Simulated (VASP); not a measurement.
Input of a VASP 6.6.1 run:

INCAR

```
ALGO = Normal ; EDIFF = 1E-6
ENCUT = 520 ; GGA = PE
ISIF = 2 ; ISMEAR = 0
LASPH = True ; LCHARG = False
LREAL = False ; LWAVE = False
NBANDS = 13 ; NELM = 80
PREC = Accurate ; SIGMA = 0.15
```

File KPOINTS:

```
k-points
0
Gamma
  21 21 18
```

Contents of POSCAR:

```
Mo
1.0
    2.7765430532      0.0000000000      0.0000000000
   -1.3882715266      2.4045568187      0.0000000000
    0.0000000000      0.0000000000      2.5935084105
Mo
1
Direct
    0.0000000000      0.0000000000      0.5000000000
```

Potentials or basis: VASP PAW PBE potentials, release 64 (Mo_sv).

Command:

```sh
$ cat potpaw_PBE.64/Mo_sv/POTCAR > POTCAR
$ mpirun -np 1 vasp_std > vasp.out
```

Task: Predict the band gap on the k mesh.

Result: Zero (band 7 reaches 11.80 eV, above the bottom of band 8 at 10.07 eV).

Task: Estimate the pressure.

Result: -5.2 GPa.

Stress tensor (GPa, compression positive):
```
-3.04  0.00  0.00
 0.00 -3.04  0.00
 0.00  0.00 -9.56
```

Caveat: the cell differs from its parent crystal (strain +0.015 along x and y, +0.015 along z).
